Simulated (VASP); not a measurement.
Here is a VASP 6.6.1 calculation.

File INCAR:

```
ALGO = Normal ; EDIFF = 1E-8
ENCUT = 520 ; GGA = PS
ISIF = 2 ; ISMEAR = -1
LASPH = T ; LCHARG = F
LEFG = T ; LREAL = F
LWAVE = F ; NBANDS = 20
NELM = 60 ; PREC = Accurate
SIGMA = 0.05
```

KPOINTS

```
k-points
0
Gamma
  11 11 10
```

POSCAR

```
TiRh
1.0
    2.9880000000      0.0000000000      0.0000000000
    0.0000000000      2.9880000000      0.0000000000
    0.0000000000      0.0000000000      3.2830000000
Ti Rh
1 1
Direct
    0.5000000000      0.5000000000      0.5000000000
    0.0000000000      0.0000000000      0.0000000000
```

Potentials or basis: VASP PAW PBE potentials, release 64 (Ti_sv, Rh_pv).

Run with:

```bash
$ cat potpaw_PBE.64/Ti_sv/POTCAR potpaw_PBE.64/Rh_pv/POTCAR > POTCAR
$ mpirun -np 1 vasp_std > vasp.out
```

Task: Estimate the pressure.

Result: -2.9 GPa.

Electric field gradients, principal values (V/Å²):
```csv
atom,least,middle,greatest (by size)
1 Ti,1.991,1.991,-3.982
2 Rh,-8.869,-8.869,17.738
```

Caveat: the cell differs from its parent crystal (zz strain of -2 %); without QUAD_EFG the Cq values of the log hold for a quadrupole moment of 1 mb, not for the nuclei; the PAW data sets were made with another functional, which shifts forces and pressure a little.
